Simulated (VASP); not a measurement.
Be3As2: relaxation of cell and atoms with PBE

Crystal: Be3As2.

```
CELL_PARAMETERS angstrom
1.59585 0.92137 7.39759
-1.59585 0.92137 7.39759
0.00000 -1.84273 7.39759
ATOMIC_POSITIONS crystal
Be 0.00000 0.00000 0.00000
Be 0.20950 0.20950 0.20950
Be 0.79050 0.79050 0.79050
As 0.40000 0.40000 0.40000
As 0.60000 0.60000 0.60000
```

```yaml
Program: VASP 6.6.1
Task: relaxation of cell and atoms
Functional: PBE
Potentials_or_basis: VASP PAW PBE potentials, release 64 (Be, As)
Cutoff: 600 eV
k_mesh: 6 × 6 × 6
Occupations: gaussian, width 0.1 eV
Spin: no spin polarisation
Dipole_correction: no
Further_INCAR_settings: ALGO = Fast; EDIFF = 1e-06; IBRION = 2; EDIFFG = -0.04; NSW = 90; ISIF = 3
```

```
Relaxed volume                        : 13.76 Å³/atom
Relaxed cell                          : a = 6.805 Å, b = 6.805 Å, c = 6.805 Å, α = 29.77°, β = 29.77°, γ = 29.77°
Space group after relaxing (to 0.1 Å) : R-3m (No. 166)
Energy gained by relaxing             : 132.8 meV/atom
Ionic steps                           : 20
Pressure after relaxing               : -0.3 GPa
Largest force after relaxing          : 0.031 eV/Å
Band gap on the k mesh                : zero (bands 8 and 9 overlap by 1.55 eV)
```

Forces on the atoms (eV/Å):
```
Be   0.000  0.000  0.000
Be   0.000  0.000  0.031
Be   0.000  0.000 -0.031
As   0.000  0.000 -0.018
As   0.000  0.000  0.018
```

Stress tensor (GPa, compression positive):
```
-0.30  0.00  0.00
 0.00 -0.30  0.00
 0.00  0.00 -0.18
```

The path:
```csv
step,energy change (eV),largest force (eV/Å),pressure (GPa),volume (Å³)
1,0.0000,1.0801,8.86,65.26
2,-0.2369,0.2567,-2.34,72.30
3,-0.2396,0.3039,-1.42,71.55
4,-0.2845,0.3425,-1.04,70.85
5,-0.4190,0.4710,0.44,68.67
6,-0.5029,0.7393,5.16,63.92
7,-0.5390,0.6686,2.86,65.93
8,-0.5410,0.6751,3.45,65.35
9,-0.5648,0.6494,2.75,65.65
10,-0.5801,0.4772,1.32,66.34
11,-0.5823,0.5320,1.65,66.17
12,-0.6045,0.4488,1.02,66.69
13,-0.6422,0.2277,-0.65,68.23
14,-0.6453,0.2174,-1.20,68.80
15,-0.6537,0.1572,-0.36,68.29
16,-0.6563,0.0982,0.45,67.83
17,-0.6588,0.0848,0.29,68.01
18,-0.6603,0.0700,0.05,68.30
19,-0.6617,0.0565,-0.03,68.42
20,-0.6639,0.0313,-0.26,68.80
```

Final structure:
```
Be As
1.0
     1.74817    1.00930    6.49899
    -1.74817    1.00930    6.49899
     0.00000   -2.01861    6.49899
Be As
3 2
Cartesian
  0.0000 0.0000 0.0000
  0.0000 0.0000 3.9691
  0.0000 0.0000 15.5278
  0.0000 0.0000 7.9766
  0.0000 0.0000 11.5204
```

Levels at points of the mesh, in eV from the Fermi level:
| k point | band 4 | band 5 | band 6 | band 7 | band 8 | band 9 | band 10 | band 11 | band 12 |
| --- | --- | --- | --- | --- | --- | --- | --- | --- | --- |
| (0.00, 0.00, 0.00) | -0.39 | 0.48 | 0.48 | 0.76 | 0.80 | 0.80 | 3.85 | 3.85 | 3.92 |
| (0.50, 0.00, 0.00) | -5.88 | -3.85 | -2.28 | -1.73 | -1.71 | 1.02 | 1.92 | 2.14 | 3.22 |
| (0.50, 0.50, 0.00) | -6.11 | -3.09 | -2.47 | -2.26 | -0.38 | -0.27 | 1.30 | 2.71 | 3.22 |
| (0.50, 0.50, 0.50) | -4.36 | 0.39 | 0.39 | 0.93 | 0.93 | 2.88 | 2.88 | 3.43 | 4.45 |

It took 16 min on 1 thread of Intel(R) Xeon(R) 6975P-C (Granite Rapids), on a shared host, peak memory 0.62 GiB.

Caveat: the k points lie up to 0.35 Å⁻¹ apart in the final cell, too coarse for converged energies and pressures of a metal.
